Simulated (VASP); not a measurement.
Ta6Si: relaxation of the atoms with PBE

Ta6Si, a slab with vacuum:

```
Ta Si
1.0
     4.69373    0.00000    0.00000
    -2.34686    4.06489    0.00000
     0.00000    0.00000   19.98819
Ta Si
6 1
Direct
  0.66667 0.33333 0.20012
  0.33333 0.66667 0.24805
  0.00000 0.00000 0.29599
  0.66667 0.33333 0.34018
  0.33333 0.66667 0.38197
  0.00000 0.00000 0.42466
  0.33333 0.66667 0.50212
```

```json
{
 "Program": "VASP 6.6.1",
 "Task": "relaxation of the atoms",
 "Functional": "PBE",
 "Potentials or basis": "VASP PAW PBE potentials, release 64 (Ta_pv, Si)",
 "Cutoff": "520 eV",
 "k mesh": "6 × 6 × 1",
 "Occupations": "gaussian, width 0.1 eV",
 "Spin": "no spin polarisation",
 "Dipole correction": "yes",
 "Atoms held fixed (from 0)": "[0, 1, 2, 3, 4, 5]",
 "Further INCAR settings": "ALGO = Normal; EDIFF = 1e-06; IBRION = 2; EDIFFG = -0.025; NSW = 36",
 "Atoms held along some axes (from 0)": "atom 6 along a and b"
}
```

- Band gap on the k mesh: zero (bands 35 and 36 overlap by 0.13 eV)

Final structure:
```
CELL_PARAMETERS angstrom
4.69373 0.00000 0.00000
-2.34686 4.06489 0.00000
0.00000 0.00000 19.98819
ATOMIC_POSITIONS crystal
Ta 0.66667 0.33333 0.20012
Ta 0.33333 0.66667 0.24805
Ta 0.00000 0.00000 0.29599
Ta 0.66667 0.33333 0.34018
Ta 0.33333 0.66667 0.38197
Ta 0.00000 0.00000 0.42466
Si 0.33333 0.66667 0.50212
```

Levels at points of the mesh, in eV from the Fermi level:
```csv
k point,band 31,band 32,band 33,band 34,band 35,band 36,band 37,band 38,band 39,band 40
"(0.00, 0.00, 0.00)",-1.34,-1.34,-0.54,-0.54,0.04,0.04,0.10,0.33,1.40,1.40
"(0.50, 0.00, 0.00)",-1.09,-1.01,-0.54,-0.53,-0.21,0.02,0.23,0.60,1.04,1.06
```

Run time: 10 min on 1 thread of Intel Xeon 8259CL, with other jobs on the host, peak memory 0.5 GiB.

Caveat: the relaxation stopped at its first step, so nothing moved; spin-orbit coupling is left out, which moves the levels of the heavy elements.
